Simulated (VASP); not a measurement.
Crystal: ErNb2.

```
Er Nb
1.0
     3.82260    0.00000    0.00000
    -1.91130    3.31047    0.00000
     0.00000    0.00000    4.28706
Er Nb
1 2
Direct
  0.00000 0.00000 0.00000
  0.33333 0.66667 0.50000
  0.66667 0.33333 0.50000
```

The cell was generated, and may not be a known phase.

```yaml
Program: VASP 6.6.1
Task: relaxation of cell and atoms
Functional: PBE
Potentials_or_basis: VASP PAW PBE potentials, release 64 (Er_3, Nb_sv), 4f in core
Cutoff: 500 eV
k_mesh: 6 × 6 × 4
Occupations: gaussian, width 0.1 eV
Spin: no spin polarisation
```

At the start: pressure 46.3 GPa; volume 18.08 Å³/atom.

**Question.** Where does the relaxation end?

**Answer.** Over 12 steps the energy falls by 1182.8 meV/atom and the volume is 21.59 Å³/atom (+19.4 %); space group P6/mmm (No. 191, to 0.1 Å) before and after.

Step by step:
| step | energy change (eV) | largest force (eV/Å) | pressure (GPa) | volume (Å³) |
| --- | --- | --- | --- | --- |
| 1 | 0.0000 | 0.0000 | 46.26 | 54.25 |
| 2 | -0.2120 | 0.0000 | -17.76 | 105.32 |
| 3 | -2.6382 | 0.0000 | -4.79 | 75.33 |
| 4 | -2.6522 | 0.0000 | -3.24 | 73.98 |
| 5 | -2.6534 | 0.0000 | -2.71 | 73.55 |
| 6 | -3.0704 | 0.0000 | -3.63 | 71.26 |
| 7 | -3.3553 | 0.0000 | -2.96 | 68.30 |
| 8 | -3.4386 | 0.0000 | 8.43 | 60.66 |
| 9 | -3.3698 | 0.0000 | -1.73 | 65.17 |
| 10 | -3.5082 | 0.0000 | 3.69 | 62.49 |
| 11 | -3.5476 | 0.0000 | 0.54 | 64.42 |
| 12 | -3.5484 | 0.0000 | 0.03 | 64.77 |

Final structure:
```yaml
crystal:
  lattice:
    - [4.91903, 0.00000, 0.00000]
    - [-2.45952, 4.26001, 0.00000]
    - [0.00000, 0.00000, 3.09089]
  atoms:
    - { symbol: Er, position: [0.00000, 0.00000, 0.00000] }
    - { symbol: Nb, position: [0.33333, 0.66667, 0.50000] }
    - { symbol: Nb, position: [0.66667, 0.33333, 0.50000] }
```

Caveat: the k points lie up to 0.51 Å⁻¹ apart in the final cell, too coarse for converged energies and pressures of a metal; the volume moved by over 15 % at a fixed basis, so the end points are rough.
